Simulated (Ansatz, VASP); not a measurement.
Two plane-wave programs on Ru

```
Ru
1.0
    -1.50718    1.50718    1.50718
     1.50718   -1.50718    1.50718
     1.50718    1.50718   -1.50718
Ru
1
Cartesian
  0.0000 0.0000 0.0000
```

Alike in both runs: task single point; functional PBEsol; k mesh 8 × 8 × 8; occupations gaussian, width 0.1 eV; no spin polarisation.

```csv
,VASP,Ansatz
version,VASP 6.6.1,Ansatz 0.2.0
potentials or method,"VASP PAW PBE potentials, release 64 (Ru_pv), cutoff 520 eV","scalar-relativistic, plane waves, PAW"
valence electrons in the cell,14,16
```

|  | VASP | Ansatz | Ansatz less VASP |
| --- | --- | --- | --- |
| gap on the k mesh at the Fermi level (eV) | none | none | - |
| pressure (GPa) | 0.8 | 0.8 | +0.05 |

VASP's potentials were made for PBE, not for PBEsol. A gap of «none» marks a metal or a gap that the smearing closes. The functional is the same, so the differences come from potentials, cutoffs and numerics. VASP's potentials hold 14 valence electrons a cell and Ansatz's 16, so a difference there can come from the potentials and not from the codes.

The k mesh is coarse, so the values compare programs but aren't converged.
